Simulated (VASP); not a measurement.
Wanted: the native input for a VASP 6.6.1 run.

| Item | Value |
| --- | --- |
| Task | single point |
| Functional | PBE |
| Potentials or basis | VASP PAW PBE potentials, release 64 (Sr_sv, Cu, Os) |
| Cutoff | 520 eV |
| k mesh | 4 × 4 × 4 |
| Occupations | gaussian, width 0.1 eV |
| Spin | no spin polarisation |
| Dipole correction | no |
| Further INCAR settings | ALGO = Normal; EDIFF = 1e-06; NBANDS = 32 |

The structure of Sr3CuOs lies in POSCAR:

```
Sr3CuOs
1.0
    5.5171896428      0.0000000000      0.0000000000
    0.0000000000      5.5171896428      0.0000000000
    0.0000000000      0.0000000000      5.5171896428
Sr Cu Os
3 1 1
Direct
    0.5000000000      0.0000000000      0.0000000000
    0.0000000000      0.5000000000      0.0000000000
    0.0000000000      0.0000000000      0.5000000000
    0.0000000000      0.0000000000      0.0000000000
    0.5000000000      0.5000000000      0.5000000000
```

The cell was generated, and may not be a known phase.

These files were run (other wordings do the same):

INCAR

```
SYSTEM = Sr3CuOs
PREC = Accurate ; ENCUT = 520
EDIFF = 1E-6 ; ISMEAR = 0
SIGMA = 0.1 ; LREAL = .FALSE.
LASPH = .TRUE. ; NELM = 60
ALGO = Normal ; ISIF = 2
LWAVE = .FALSE. ; LCHARG = .TRUE.
GGA = PE ; LELF = .TRUE.
LVHAR = .TRUE. ; NBANDS = 32
```

KPOINTS

```
Automatic mesh
0
G
  4 4 4
  0 0 0
```

Potentials or basis: VASP PAW PBE potentials, release 64 (Sr_sv, Cu, Os).

Run with:

```sh
$ cat potpaw_PBE.64/Sr_sv/POTCAR potpaw_PBE.64/Cu/POTCAR potpaw_PBE.64/Os/POTCAR > POTCAR
$ mpirun -np 1 vasp_std > vasp.out
```

Results of the run:

The pressure is 0.5 GPa. The band gap on the k mesh is zero (an odd number of electrons rules out a gap without spin polarisation).

Caveat: spin-orbit coupling is left out, which moves the levels of the heavy elements.

It took 2.3 min on 1 thread of Intel Xeon 8259CL, on a shared host, peak memory 0.28 GiB.
